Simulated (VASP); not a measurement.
# C (an interface model) in VASP: a series of runs

The runs below take C (an interface model) through single point, with PBE+D3(BJ).

All numbers are computed with VASP 6.6.1; they aren't measurements. Logs are shortened: lines on timing, memory, paths and dates and some standing lists are left out, and cuts for length are marked.

## 1. The cell of the first run

The cell holds layers of an interface, 14 atoms: a = 2.465 Å, b = 2.465 Å, c = 23.515 Å, α = 90.00°, β = 90.00°, γ = 120.00°.

## 2. Single point, PBE+D3(BJ)

Input file INCAR:

```
SYSTEM = C
PREC     = Accurate       ! precision mode
ENCUT    = 520            ! plane-wave cutoff, eV
EDIFF    = 1E-7           ! SCF threshold, eV
ISMEAR   = 0              ! smearing method
SIGMA    = 0.1            ! smearing width, eV
LREAL    = .False.        ! projectors in reciprocal space
LASPH    = .True.         ! aspherical terms in the spheres
NELM     = 80             ! most SCF steps
ALGO     = Normal         ! electronic algorithm
ISIF     = 2              ! what is computed and relaxed
LWAVE    = .False.        ! write WAVECAR
LCHARG   = .False.        ! write CHGCAR
GGA      = PE             ! functional
IVDW     = 12             ! dispersion correction
NBANDS   = 41             ! bands
```

Input file KPOINTS:

```
Automatic mesh
0
Gamma
  15 15 2
  0 0 0
```

Input file POSCAR:

```
C
1.0
    2.4649634462      0.0000000000      0.0000000000
   -1.2324817231      2.1347209638      0.0000000000
    0.0000000000      0.0000000000     23.5147310030
C
14
Direct
    0.0021432181     -0.0021432181      0.0681459796
    0.6687728896      0.3312271104      0.0681563026
    0.0036447215     -0.0036447215      0.2113133583
    0.3369806657      0.6630193343      0.2113082868
   -0.0036149484      0.0036149484      0.3539647273
    0.6630491099      0.3369508901      0.3539697983
   -0.0021160920      0.0021160920      0.4971572519
    0.3312542849      0.6687457151      0.4971469245
    0.6667677937      1.3332322063      0.6400265484
    0.0001002221      1.9998997779      0.6399670959
    1.3333485500      1.6666514500      0.7826748380
    0.6666814655      2.3333185345      0.7826140296
    1.9999268085      2.0000731915      0.9253155023
    1.3332592845      2.6667407155      0.9252560354
```

Potentials or basis: VASP PAW PBE potentials, release 64 (C).

Started as:

```console
$ cat potpaw_PBE.64/C/POTCAR > POTCAR
$ mpirun -np 1 vasp_std > vasp.out
```

OUTCAR:

```text
SYSTEM = C
   PREC = Accurate
   ENCUT = 520
   EDIFF = 1E-7
   ISMEAR = 0
   LREAL = .False.
   LASPH = .True.
   NELM = 80
   ISIF = 2
   GGA = PE
   IVDW = 12
 IVDW          = 12

 ion  position               nearest neighbor table
   1  0.002  0.998  0.068-   2 1.42   2 1.42   2 1.42
   2  0.669  0.331  0.068-   1 1.42   1 1.42   1 1.42
   3  0.004  0.996  0.211-   4 1.42   4 1.42   4 1.42
   4  0.337  0.663  0.211-   3 1.42   3 1.42   3 1.42
   5  0.996  0.004  0.354-   6 1.42   6 1.42   6 1.42
   6  0.663  0.337  0.354-   5 1.42   5 1.42   5 1.42
   7  0.998  0.002  0.497-   8 1.42   8 1.42   8 1.42
   8  0.331  0.669  0.497-   7 1.42   7 1.42   7 1.42
   9  0.667  0.333  0.640-  10 1.42  10 1.42  10 1.42
  10  0.000  1.000  0.640-   9 1.42   9 1.42   9 1.42
  11  0.333  0.667  0.783-  12 1.42  12 1.42  12 1.42
  12  0.667  0.333  0.783-  11 1.42  11 1.42  11 1.42
  13  1.000  0.000  0.925-  14 1.42  14 1.42  14 1.42
  14  0.333  0.667  0.925-  13 1.42  13 1.42  13 1.42

  LATTYP: Found a hexagonal cell.
 ALAT       =     2.4649634462
 C/A-ratio  =     9.5395860897

  Lattice vectors:

 A1 = (   2.4649634462,   0.0000000000,   0.0000000000)
 A2 = (  -1.2324817231,   2.1347209638,   0.0000000000)
 A3 = (   0.0000000000,   0.0000000000,  23.5147310030)

Analysis of symmetry for initial positions (statically):
=====================================================================
 Subroutine PRICEL returns:
 Original cell was already a primitive cell.

 Routine SETGRP: Setting up the symmetry group for a
 hexagonal supercell.

 Subroutine GETGRP returns: Found  2 space group operations
 (whereof  2 operations were pure point group operations)
 out of a pool of 24 trial point group operations.

The static configuration has the point symmetry C_1h.

Analysis of symmetry for dynamics (positions and initial velocities):
=====================================================================
 Subroutine PRICEL returns:
 Original cell was already a primitive cell.

 Routine SETGRP: Setting up the symmetry group for a
 hexagonal supercell.

 Subroutine GETGRP returns: Found  2 space group operations
 (whereof  2 operations were pure point group operations)
 out of a pool of 24 trial point group operations.

The dynamic configuration has the point symmetry C_1h.

[... 133 lines left out ...]
   NELECT =      56.0000    total number of electrons
   NUPDOWN=      -1.0000    fix difference up-down
   EMIN   =  10.00;   EMAX   =-10.00  energy-range for DOS
   EFERMI =   0.00;   METHOD = LEGACY
   ISMEAR =     0;   SIGMA  =   0.10  broadening in eV -4-tet -1-fermi 0-gaus
   EFERMI_NEDOS =   21; number of points for ismear=-14 and -15
   IALGO  =     38    algorithm
   IMIX   =      4    mixing-type and parameters
     AMIX     =   0.40;   BMIX     =  1.00
     AMIX_MAG =   1.60;   BMIX_MAG =  1.00
  volume/ion in A,a.u.               =       8.84        59.64
  Fermi-wavevector in a.u.,A,eV,Ry     =   1.256918  2.375231 21.495069  1.579843
  Thomas-Fermi vector in A             =   2.390603
   LORBIT       =      0    0 simple, 1 ext, 2 COOP (PROOUT), +10 PAW based schemes
   GGA     = PE    functional components
   LHFCALC =     F    Hartree Fock is set to
   AEXX    =    0.0000 exact exchange contribution
   IVDW    =    12    specifies the selected vdW correction
   LEPSILON=     F    determine dielectric tensor
   LRPA    =     F    only Hartree local field effects (RPA)
 non-spin polarized calculation
 Gauss-broadening in eV      SIGMA  =   0.10
  energy-cutoff  :      520.00
  volume of cell :      123.73
 maximum number of plane-waves:      3372
   NGX =  9   NGY =  9   NGZ = 87

 number of electron      55.9999987 magnetization

 Free energy of the ion-electron system (eV)
  ---------------------------------------------------
  ext. energy  EPLUGINS =         0.00000000
  ---------------------------------------------------
  free energy    TOTEN  =      -128.95582379 eV

  energy without entropy =     -128.95373503  energy(sigma->0) =     -128.95477941

 E-fermi :   4.6632     XC(G=0): -10.3148

 val. band max:        4.6600384688   @ k =   0.3333   0.3333   0.5000
 cond. band min:       4.6695540179   @ k =   0.3333   0.3333   0.5000
 fundamental gap:      0.0095155492
 Fermi energy:         4.6632228473

 k-point     1 :       0.0000    0.0000    0.0000
  band No.  band energies     occupation
      1     -14.9844      2.00000
      2     -14.9319      2.00000
      3     -14.9303      2.00000
      4     -14.8078      2.00000
      5     -14.8066      2.00000
      6     -14.7028      2.00000
[... 1021 lines left out ...]
     39      12.8407      0.00000
     40      12.8853      0.00000

 [... further k-points ...]

 [bands above 40 left out]

------------------------ aborting loop because EDIFF is reached ----------------------------------------

 Edisp (eV)   -2.18546

 E8    (eV) :    -0.6192

  FORCE on cell =-STRESS in cart. coord.  units (eV):
  Direction    XX          YY          ZZ          XY          YZ          ZX
  --------------------------------------------------------------------------------------
  -------------------------------------------------------------------------------------
  Total       0.55983     0.56575    -0.01800     0.00513     0.00044    -0.00076
  in kB       7.24893     7.32558    -0.23305     0.06638     0.00566    -0.00980
  external pressure =        4.78 kB  Pullay stress =        0.00 kB

 VOLUME and BASIS-vectors are now :
 -----------------------------------------------------------------------------
  energy-cutoff  :      520.00
  volume of cell :      123.73
      direct lattice vectors                 reciprocal lattice vectors
     2.464963446  0.000000000  0.000000000     0.405685529  0.234222649  0.000000000
    -1.232481723  2.134720964  0.000000000     0.000000000  0.468445299  0.000000000
     0.000000000  0.000000000 23.514731003     0.000000000  0.000000000  0.042526534

 POSITION                                       TOTAL-FORCE (eV/Angst)
 -----------------------------------------------------------------------------------
     -1.22456      2.13015      1.60243        -0.007227      0.004173      0.000758
      1.24027      0.70708      1.60268         0.007247     -0.004184     -0.001283
     -1.21901      2.12694      4.96898         0.000356     -0.000206     -0.000307
      0.01349      1.41536      4.96886        -0.000692      0.000400     -0.000867
      2.45160      0.00772      8.32339        -0.000309      0.000179      0.000426
      1.21911      0.71930      8.32350         0.000749     -0.000433      0.001012
      2.45714      0.00452     11.69052         0.007181     -0.004146     -0.000946
     -0.00769      1.42759     11.69028        -0.007308      0.004219      0.001037
      1.23286      0.71136     15.05005        -0.000327      0.000189     -0.003404
     -1.23211      2.13451     15.04865         0.000088     -0.000051      0.002230
      0.00006      1.42311     18.40439        -0.000038      0.000022     -0.002256
      1.23254      0.71154     18.40296         0.000040     -0.000023      0.002001
      2.46469      0.00016     21.75855        -0.000075      0.000043     -0.002023
     -0.00027      1.42331     21.75715         0.000316     -0.000182      0.003622
 -----------------------------------------------------------------------------------
    total drift:                               -0.000013      0.000008      0.000091

  FREE ENERGIE OF THE ION-ELECTRON SYSTEM (eV)
  ---------------------------------------------------
  free  energy   TOTEN  =      -131.1412829024 eV

  energy  without entropy=     -131.1391941351  energy(sigma->0) =     -131.14023852
```

OSZICAR:

```text
N       E                     dE             d eps       ncg     rms          rms(c)
DAV:   1     0.213325694337E+03    0.21333E+03   -0.28751E+04 10496   0.127E+03
DAV:   2    -0.120287537838E+03   -0.33361E+03   -0.31518E+03 13494   0.270E+02
DAV:   3    -0.136959968994E+03   -0.16672E+02   -0.16570E+02 12696   0.594E+01
DAV:   4    -0.137224732148E+03   -0.26476E+00   -0.26443E+00 13864   0.835E+00
DAV:   5    -0.137230889464E+03   -0.61573E-02   -0.61542E-02 13858   0.120E+00    0.167E+01
DAV:   6    -0.130929630420E+03    0.63013E+01   -0.62461E+00 12273   0.950E+00    0.978E+00
DAV:   7    -0.128940551887E+03    0.19891E+01   -0.75082E+00 12333   0.105E+01    0.253E+00
DAV:   8    -0.128955222079E+03   -0.14670E-01   -0.28247E-01 12247   0.199E+00    0.187E-01
DAV:   9    -0.128955168964E+03    0.53115E-04   -0.56196E-03 13551   0.330E-01    0.102E-01
DAV:  10    -0.128955824299E+03   -0.65534E-03   -0.96169E-04 12975   0.145E-01    0.857E-02
DAV:  11    -0.128955823318E+03    0.98120E-06   -0.23097E-05 14759   0.224E-02    0.773E-03
DAV:  12    -0.128955823471E+03   -0.15347E-06   -0.12857E-06 13358   0.539E-03    0.226E-03
DAV:  13    -0.128955823842E+03   -0.37030E-06   -0.10913E-06 12976   0.467E-03    0.357E-04
DAV:  14    -0.128955823795E+03    0.47131E-07   -0.16074E-08  9540   0.663E-04
   1 F= -.13114128E+03 E0= -.13114024E+03  d E =-.208877E-02
```

stdout:

```text
POSCAR found type information on POSCAR C
 POSCAR found :  1 types and      14 ions
 scaLAPACK will be used
 LDA part: xc-table for (Slater+PW92), standard interpolation
 POSCAR, INCAR and KPOINTS ok, starting setup
 FFT: planning ... GRIDC
 FFT: planning ... GRID_SOFT
 FFT: planning ... GRID
 WAVECAR not read
 entering main loop
```

Wall time 6.1 min (1 thread of Intel Xeon 6975P-C (Granite Rapids), shared host); peak memory 0.51 GiB.

Results:

* Free energy: -131.1413 eV
* Pressure: 0.5 GPa
* Largest force: 0.009 eV/Å
* Dispersion energy per atom: -0.156 eV

Forces in eV/Å, atoms in the order of the input:
```
C   -0.007  0.004  0.001
C    0.007 -0.004 -0.001
C    0.000  0.000  0.000
C   -0.001  0.000 -0.001
C    0.000  0.000  0.000
C    0.001  0.000  0.001
C    0.007 -0.004 -0.001
C   -0.007  0.004  0.001
C    0.000  0.000 -0.003
C    0.000  0.000  0.002
C    0.000  0.000 -0.002
C    0.000  0.000  0.002
C    0.000  0.000 -0.002
C    0.000  0.000  0.004
```

Levels at points of the mesh, in eV from the Fermi level:
| k point | band 25 | band 26 | band 27 | band 28 | band 29 | band 30 | band 31 | band 32 |
| --- | --- | --- | --- | --- | --- | --- | --- | --- |
| (0.00, 0.00, 0.00) | -3.00 | -3.00 | -3.00 | -3.00 | 4.28 | 5.23 | 5.24 | 7.56 |
| (0.00, 0.00, 0.50) | -3.00 | -3.00 | -3.00 | -3.00 | 4.53 | 4.53 | 6.28 | 6.30 |

## 3. Single point, PBE+D3(BJ)

Input file INCAR:

```
  ALGO = Normal
  EDIFF = 1E-7
  ENCUT = 520
  GGA = PE
  ISIF = 2
  ISMEAR = 0
  IVDW = 12
  LASPH = T
  LCHARG = T
  LELF = T
  LREAL = F
  LVHAR = T
  LWAVE = F
  NBANDS = 41
  NELM = 100
  PREC = Accurate
  SIGMA = 0.1
```

Input file KPOINTS:

```
k-points
0
Gamma
  15 15 2
```

POSCAR is that of step 2.

Potentials or basis: VASP PAW PBE potentials, release 64 (C).

Started as:

```console
$ cat potpaw_PBE.64/C/POTCAR > POTCAR
$ mpirun -np 1 vasp_std > vasp.out
```

Run time: 6.9 min. Hardware: 1 thread of Intel Xeon 6975P-C (Granite Rapids), shared host; peak memory 0.51 GiB.

Results (log left out):

* Free energy: -131.1413 eV
* Pressure: 0.5 GPa
* Largest force: 0.009 eV/Å
* Dispersion energy per atom: -0.156 eV

Forces in eV/Å, atoms in the order of the input:
```
C   -0.007  0.004  0.001
C    0.007 -0.004 -0.001
C    0.000  0.000  0.000
C   -0.001  0.000 -0.001
C    0.000  0.000  0.000
C    0.001  0.000  0.001
C    0.007 -0.004 -0.001
C   -0.007  0.004  0.001
C    0.000  0.000 -0.003
C    0.000  0.000  0.002
C    0.000  0.000 -0.002
C    0.000  0.000  0.002
C    0.000  0.000 -0.002
C    0.000  0.000  0.004
```

Stress tensor (GPa, compression positive):
```
 0.72  0.01  0.00
 0.01  0.73  0.00
 0.00  0.00 -0.02
```

Levels at points of the mesh, in eV from the Fermi level:
```
           k point  band 26  band 27  band 28  band 29  band 30  band 31
(0.00, 0.00, 0.00)    -3.00    -3.00    -3.00     4.28     5.23     5.24
(0.00, 0.00, 0.50)    -3.00    -3.00    -3.00     4.53     4.53     6.28
```
